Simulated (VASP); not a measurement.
Here is a VASP 6.6.1 calculation.

Contents of INCAR:

```
SYSTEM = CdSe
PREC = Accurate
ENCUT = 600
EDIFF = 1E-6
ISMEAR = -1
SIGMA = 0.05
LREAL = .FALSE.
LASPH = .TRUE.
NELM = 80
ALGO = Normal
ISIF = 3
LWAVE = .FALSE.
LCHARG = .FALSE.
GGA = RE
IVDW = 12
IBRION = 2
NSW = 60
EDIFFG = -0.01
```

File KPOINTS:

```
regular mesh
0
G
  8 8 8
  0 0 0
```

File POSCAR:

```
CdSe
1.0
    0.0000000000      2.8739580000      2.8739580000
    2.8739580000      0.0000000000      2.8739580000
    2.8739580000      2.8739580000      0.0000000000
Cd Se
1 1
Direct
    0.0000000000      0.0000000000      0.0000000000
    0.5000000000      0.5000000000      0.5000000000
```

Potentials or basis: VASP PAW PBE potentials, release 64 (Cd, Se).

Launch:

```console
$ cat potpaw_PBE.64/Cd/POTCAR potpaw_PBE.64/Se/POTCAR > POTCAR
$ mpirun -np 1 vasp_std > vasp.out
```

(1) Predict the dispersion energy per atom.

(2) What does it give for the relaxed cell?

Answers

(1) -0.798 eV.

(2) a = 3.984 Å, b = 3.984 Å, c = 3.984 Å, α = 60.00°, β = 60.00°, γ = 60.00°.
